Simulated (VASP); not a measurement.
# GaAs (F-43m) in VASP: notebook

The runs below take GaAs through single point, with PBEsol+D3(BJ).

All numbers are computed with VASP 6.6.1; they aren't measurements. Logs are shortened: lines on timing, memory, paths and dates and some standing lists are left out, and cuts for length are marked.

**1. The cell of the first run**

Symmetry: F-43m, No. 216, cubic system. Conventional cell: a = 5.654 Å, b = 5.654 Å, c = 5.654 Å, α = 90.00°, β = 90.00°, γ = 90.00°. Ga (site symmetry -43m) has 4 As at 2.45 Å within 3.2 Å. Within 3.2 Å of As (site symmetry -43m) lie 4 Ga at 2.45 Å.

**2. Single point, PBEsol+D3(BJ)**

INCAR

```
ALGO = Normal
EDIFF = 1E-6
ENCUT = 500
GGA = PS
GGA_COMPAT = F
ISIF = 2
ISMEAR = 0
IVDW = 12
LASPH = T
LCHARG = T
LELF = T
LREAL = F
LVHAR = T
LWAVE = F
NBANDS = 16
NELM = 120
PREC = Accurate
SIGMA = 0.01
```

KPOINTS

```
k-points
0
Gamma
  3 3 3
```

POSCAR

```
GaAs
1.0
    3.9977700000      0.0000000000      0.0000000000
    1.9988850000      3.4621703785      0.0000000000
    1.9988850000      1.1540567928      3.2641655363
Ga As
1 1
Direct
    0.0000000000      0.0000000000      0.0000000000
    0.2500000000      0.2500000000      0.2500000000
```

Potentials or basis: VASP PAW PBE potentials, release 64 (Ga_d, As).

Launch:

```
$ cat potpaw_PBE.64/Ga_d/POTCAR potpaw_PBE.64/As/POTCAR > POTCAR
$ mpirun -np 1 vasp_std > vasp.out
```

OUTCAR:

```text
EDIFF = 1E-6
   ENCUT = 500
   GGA = PS
   ISIF = 2
   ISMEAR = 0
   IVDW = 12
   LASPH = T
   LREAL = F
   NELM = 120
   PREC = Accurate
 IVDW          = 12

 ion  position               nearest neighbor table
   1  0.000  0.000  0.000-   2 2.45   2 2.45   2 2.45   2 2.45
   2  0.250  0.250  0.250-   1 2.45   1 2.45   1 2.45   1 2.45

  LATTYP: Found a face centered cubic cell.
 ALAT       =     5.6537005533

  Lattice vectors:

 A1 = (   3.9977700000,   0.0000000000,   0.0000000000)
 A2 = (   1.9988850000,   3.4621703785,   0.0000000000)
 A3 = (   1.9988850000,   1.1540567928,   3.2641655363)

Analysis of symmetry for initial positions (statically):
=====================================================================
 Subroutine PRICEL returns:
 Original cell was already a primitive cell.

 Routine SETGRP: Setting up the symmetry group for a
 face centered cubic supercell.

 Subroutine GETGRP returns: Found 24 space group operations
 (whereof 24 operations were pure point group operations)
 out of a pool of 48 trial point group operations.

The static configuration has the point symmetry T_d .

Analysis of symmetry for dynamics (positions and initial velocities):
=====================================================================
 Subroutine PRICEL returns:
 Original cell was already a primitive cell.

 Routine SETGRP: Setting up the symmetry group for a
 face centered cubic supercell.

 Subroutine GETGRP returns: Found 24 space group operations
 (whereof 24 operations were pure point group operations)
 out of a pool of 48 trial point group operations.

The dynamic configuration has the point symmetry T_d .

 Subroutine INISYM returns: Found 24 space group operations
 (whereof 24 operations are pure point group operations),
 and found     1 'primitive' translations

----------------------------------------------------------------------------------------

                                     Primitive cell

  volume of cell :      45.1792

  direct lattice vectors                    reciprocal lattice vectors
     3.997770000  0.000000000  0.000000000     0.250139453 -0.144418080 -0.102119004
     1.998885000  3.462170379  0.000000000     0.000000000  0.288836161 -0.102119004
     1.998885000  1.154056793  3.264165536     0.000000000  0.000000000  0.306357012

  length of vectors
[... 60 lines left out ...]
   NELM   =    120;   NELMIN=  2; NELMDL= -5     # of ELM steps
   EDIFF  = 0.1E-05   stopping-criterion for ELM
   LREAL  =      F    real-space projection
   EDIFFG = 0.1E-04   stopping-criterion for IOM
   NSW    =      0    number of steps for IOM
   IBRION =     -1    ionic relax: 0-MD 1-quasi-New 2-CG
   NFREE  =      0    steps in history (QN), initial steepest desc. (CG)
   ISIF   =      2    stress and relaxation
   ISYM   =      2    0-nonsym 1-usesym 2-fastsym
   POTIM  = 0.5000    time-step for ionic-motion
   TEBEG  =    0.0;   TEEND  =   0.0 temperature during run
   PSTRESS=    0.0 pullay stress
   NELECT =      18.0000    total number of electrons
   NUPDOWN=      -1.0000    fix difference up-down
   EMIN   =  10.00;   EMAX   =-10.00  energy-range for DOS
   EFERMI =   0.00;   METHOD = LEGACY
   ISMEAR =     0;   SIGMA  =   0.01  broadening in eV -4-tet -1-fermi 0-gaus
   EFERMI_NEDOS =   21; number of points for ismear=-14 and -15
   IALGO  =     38    algorithm
   IMIX   =      4    mixing-type and parameters
     AMIX     =   0.40;   BMIX     =  1.00
     AMIX_MAG =   1.60;   BMIX_MAG =  1.00
  volume/ion in A,a.u.               =      22.59       152.44
  Fermi-wavevector in a.u.,A,eV,Ry     =   1.204628  2.276416 19.743795  1.451128
  Thomas-Fermi vector in A             =   2.340347
   LORBIT       =      0    0 simple, 1 ext, 2 COOP (PROOUT), +10 PAW based schemes
   GGA     = PS    functional components
   LHFCALC =     F    Hartree Fock is set to
   AEXX    =    0.0000 exact exchange contribution
   IVDW    =    12    specifies the selected vdW correction
   LEPSILON=     F    determine dielectric tensor
   LRPA    =     F    only Hartree local field effects (RPA)
 non-spin polarized calculation
 Gauss-broadening in eV      SIGMA  =   0.01
  energy-cutoff  :      500.00
  volume of cell :       45.18
 maximum number of plane-waves:      1150
 NGX is ok and might be reduce to    30
   NGX = 15   NGY = 15   NGZ = 15

 number of electron      17.9999995 magnetization

 Free energy of the ion-electron system (eV)
  ---------------------------------------------------
  ext. energy  EPLUGINS =         0.00000000
  ---------------------------------------------------
  free energy    TOTEN  =        -8.48742135 eV

  energy without entropy =       -8.48742135  energy(sigma->0) =       -8.48742135

 E-fermi :   4.0398     XC(G=0):  -9.7095

 val. band max:        3.9342159376   @ k =   0.0000   0.0000   0.0000
 cond. band min:       4.3561426956   @ k =   0.0000   0.0000   0.0000
 fundamental gap:      0.4219267580
 Fermi energy:         4.0398317329

 k-point     1 :       0.0000    0.0000    0.0000
  band No.  band energies     occupation
      1     -10.9808      2.00000
      2     -10.9808      2.00000
      3     -10.9808      2.00000
      4     -10.9046      2.00000
      5     -10.9046      2.00000
      6      -8.8286      2.00000
[... 53 lines left out ...]
      3     -10.9436      2.00000
      4     -10.9127      2.00000
      5     -10.9013      2.00000
      6      -6.4700      2.00000
[... 8 lines left out ...]
     15      13.4656      0.00000
     16      18.0287      0.00000

------------------------ aborting loop because EDIFF is reached ----------------------------------------

 Edisp (eV)   -0.59859

 E8    (eV) :    -0.3992

  FORCE on cell =-STRESS in cart. coord.  units (eV):
  Direction    XX          YY          ZZ          XY          YZ          ZX
  --------------------------------------------------------------------------------------
  -------------------------------------------------------------------------------------
  Total      -0.15044    -0.15044    -0.15044    -0.00000     0.00000    -0.00000
  in kB      -5.33509    -5.33509    -5.33509    -0.00000     0.00000    -0.00000
  external pressure =       -5.34 kB  Pullay stress =        0.00 kB

 VOLUME and BASIS-vectors are now :
 -----------------------------------------------------------------------------
  energy-cutoff  :      500.00
  volume of cell :       45.18
      direct lattice vectors                 reciprocal lattice vectors
     3.997770000  0.000000000  0.000000000     0.250139453 -0.144418080 -0.102119004
     1.998885000  3.462170379  0.000000000     0.000000000  0.288836161 -0.102119004
     1.998885000  1.154056793  3.264165536     0.000000000  0.000000000  0.306357012

 POSITION                                       TOTAL-FORCE (eV/Angst)
 -----------------------------------------------------------------------------------
      0.00000      0.00000      0.00000         0.000000      0.000000     -0.000000
      1.99889      1.15406      0.81604        -0.000000     -0.000000      0.000000
 -----------------------------------------------------------------------------------
    total drift:                                0.000000      0.000000     -0.000000

  FREE ENERGIE OF THE ION-ELECTRON SYSTEM (eV)
  ---------------------------------------------------
  free  energy   TOTEN  =        -9.0860101551 eV

  energy  without entropy=       -9.0860101551  energy(sigma->0) =       -9.08601016
```

OSZICAR:

```text
N       E                     dE             d eps       ncg     rms          rms(c)
DAV:   1     0.822834512827E+02    0.82283E+02   -0.87105E+03   136   0.148E+03
DAV:   2    -0.134673346734E+01   -0.83630E+02   -0.79106E+02   144   0.317E+02
DAV:   3    -0.865120155831E+01   -0.73045E+01   -0.72784E+01   152   0.703E+01
DAV:   4    -0.876338499305E+01   -0.11218E+00   -0.11217E+00   144   0.952E+00
DAV:   5    -0.876487080915E+01   -0.14858E-02   -0.14857E-02   168   0.104E+00    0.314E+00
DAV:   6    -0.853066982663E+01    0.23420E+00   -0.30932E-01   184   0.101E+01    0.186E+00
DAV:   7    -0.848761863987E+01    0.43051E-01   -0.87501E-02   168   0.224E+00    0.600E-01
DAV:   8    -0.848676281554E+01    0.85582E-03   -0.14672E-02   128   0.128E+00    0.138E-01
DAV:   9    -0.848726948057E+01   -0.50667E-03   -0.10957E-03   160   0.371E-01    0.479E-02
DAV:  10    -0.848736782019E+01   -0.98340E-04   -0.90610E-05   160   0.106E-01    0.263E-02
DAV:  11    -0.848742133851E+01   -0.53518E-04   -0.57681E-05   128   0.701E-02    0.366E-03
DAV:  12    -0.848742135230E+01   -0.13788E-07   -0.18597E-06   152   0.186E-02
   1 F= -.90860102E+01 E0= -.90860102E+01  d E =-.225286E-51
```

It took 15 s on 1 thread of Intel Xeon 8259CL, shared host; peak memory 0.17 GiB.

Results:

* Free energy: -9.0860 eV
* Pressure: -0.5 GPa
* Band gap on the k mesh: 0.42 eV, direct
* Dispersion energy per atom: -0.299 eV

Caveat: the k points lie up to 0.64 Å⁻¹ apart; the PAW data sets were made with another functional, which shifts forces and pressure a little.

**3. Single point, PBEsol+D3(BJ)**

INCAR

```
SYSTEM = GaAs
PREC = Accurate
ENCUT = 500
EDIFF = 1E-6
ISMEAR = 0
SIGMA = 0.01
LREAL = .False.
LASPH = .True.
NELM = 120
ALGO = Normal
ISIF = 2
LWAVE = .False.
LCHARG = .True.
GGA = PS
IVDW = 12
LELF = .True.
LVHAR = .True.
NBANDS = 16
GGA_COMPAT = .False.
```

KPOINTS

```
regular mesh
0
Gamma
  3 3 3
  0 0 0
```

POSCAR is that of step 2.

Potentials or basis: VASP PAW PBE potentials, release 64 (Ga_d, As).

Launch:

```
$ cat potpaw_PBE.64/Ga_d/POTCAR potpaw_PBE.64/As/POTCAR > POTCAR
$ mpirun -np 1 vasp_std > vasp.out
```

Run time: 15 s. Hardware: 1 thread of Intel Xeon 8259CL, shared host; peak memory 0.17 GiB.

Results (log left out):

* Free energy: -9.0860 eV
* Pressure: -0.5 GPa
* Band gap on the k mesh: 0.42 eV, direct
* Dispersion energy per atom: -0.299 eV

Levels at points of the mesh, in eV from the valence-band top:
```
           k point  band 5  band 6  band 7  band 8  band 9  band 10  band 11  band 12  band 13  band 14
(0.00, 0.00, 0.00)  -14.84  -12.76    0.00    0.00    0.00     0.42     3.60     3.60     3.60     7.35
```

Caveat: the k points lie up to 0.64 Å⁻¹ apart; the PAW data sets were made with another functional, which shifts forces and pressure a little. As with any semilocal functional, this PBEsol gap is likely too small.
